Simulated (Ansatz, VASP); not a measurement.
MgO in VASP and in Ansatz

File INCAR:

```
SYSTEM = MgO
  PREC = Accurate
  ENCUT = 520
  EDIFF = 1E-6
  ISMEAR = 0
  SIGMA = 0.05
  LREAL = .False.
  LASPH = .True.
  NELM = 100
  ALGO = Normal
  ISIF = 2
  LWAVE = .False.
  LCHARG = .True.
  GGA = PS
  LELF = .True.
  LVHAR = .True.
  NBANDS = 11
```

File KPOINTS:

```
Automatic mesh
0
Gamma
  10 10 10
  0 0 0
```

The input POSCAR:

```
MgO
1.0
    0.0000000000      2.1071057202      2.1703188918
    2.1071057202      0.0000000000      2.1703188918
    2.1071057202      2.1071057202      0.0000000000
Mg O
1 1
Direct
    0.0000000000      0.0000000000      0.0000000000
    0.5000000000      0.5000000000      0.5000000000
```

Input for Ansatz:

```yaml
crystal:
  lattice:
    - [0.0, 2.1071057202, 2.1703188918]
    - [2.1071057202, 0.0, 2.1703188918]
    - [2.1071057202, 2.1071057202, 0.0]
  atoms:
    - { symbol: Mg, position: [0.0, 0.0, 0.0] }
    - { symbol: O, position: [0.5, 0.5, 0.5] }
basis:
  ecutwfc: 420
kpoints:
  mp_grid: { grid: [10, 10, 10] }
hamiltonian:
  xc: pbesol
scf:
  occupations: { method: gaussian, width: 0.05 }
output:
  forces: true
  stress: true
  eigenvalues: true
```

Change from the starting cell: strain +0.0300 x Voigt [0, 0, 1, 0, 0, 0], atoms carried along.

Alike in both runs: task single point; functional PBEsol; k mesh 10 × 10 × 10; occupations gaussian, width 0.05 eV; no spin polarisation.

|  | VASP | Ansatz |
| --- | --- | --- |
| version | VASP 6.6.1 | Ansatz 0.2.0 |
| potentials or method | VASP PAW PBE potentials, release 64 (Mg, O), cutoff 520 eV | scalar-relativistic, plane waves, PAW |
| valence electrons in the cell | 8 | 16 |

Ansatz gave:

| Item | Value |
| --- | --- |
| gap on the k mesh at the Fermi level (eV) | 4.30 |
| least direct gap on the mesh (eV) | 4.30 |
| pressure (GPa) | -4.1 |
| traceless stress, the component that is largest in VASP (GPa) | -3.17 |

Question: What did VASP give for the same quantities?

Answer: gap on the k mesh at the Fermi level (eV): 4.29; least direct gap on the mesh (eV): 4.29; pressure (GPa): -4.7; traceless stress, the component that is largest in VASP (GPa): -3.18.

VASP's potentials were made for PBE, not for PBEsol. With one functional, cell and mesh, what is left measures potentials, basis and numerics. VASP's potentials hold 8 valence electrons a cell and Ansatz's 16, so a difference there can come from the potentials and not from the codes.
